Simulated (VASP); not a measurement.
**Ti: elastic constants with LDA**

Crystal: Ti.

```xyz
3
Lattice="4.5674 0.0000 0.0000 -2.2837 3.9555 0.0000 0.0000 0.0000 2.8262" Properties=species:S:1:pos:R:3 pbc="T T T"
Ti    2.2837    1.3185    1.4131
Ti    0.0000    2.6370    1.4131
Ti    0.0000    0.0000    0.0000
```

This isn't the form of Ti at room conditions, which is hcp.

```json
{"Program": "VASP 6.6.1", "Task": "elastic constants", "Functional": "LDA", "Potentials or basis": "VASP PAW LDA potentials, release 64 (Ti_sv)", "Cutoff": "600 eV", "k mesh": "5 × 5 × 7", "Occupations": "fermi-dirac, width 0.05 eV", "Spin": "no spin polarisation", "Dipole correction": "no", "Ions in elastic constants": "relaxed", "Further INCAR settings": "ALGO = Normal; EDIFF = 1e-08; NBANDS = 25; IBRION = 6; POTIM = 0.015; NSW = 1; ISIF = 3"}
```

| Property | Result |
| --- | --- |
| Voigt bulk modulus | 104 GPa |
| Highest phonon frequency at Γ | 210 cm⁻¹ |

Phonon frequencies in cm⁻¹ (negative: imaginary):
```
              q point                    frequencies
(0.000, 0.000, 0.000)  0 0 0 118 118 128 163 163 210
```

Elastic tensor in Voigt notation (GPa, in the Cartesian axes of the cell as first typed):
```
165  86  52   0   0   0
 86 165  52   0   0   0
 52  52 226   0   0   0
  0   0   0  47   0   0
  0   0   0   0  47   0
  0   0   0   0   0  39
```

Clamped-ion elastic tensor (GPa):
```
165  86  52   0   0   0
 86 165  52   0   0   0
 52  52 226   0   0   0
  0   0   0  47   0   0
  0   0   0   0  47   0
  0   0   0   0   0  40
```

Run time: 5.6 min on 1 thread of Intel(R) Xeon(R) 6975P-C (Granite Rapids) (shared host), peak memory 0.25 GiB.

Caveat: the cell is under stress, which shifts elastic constants.
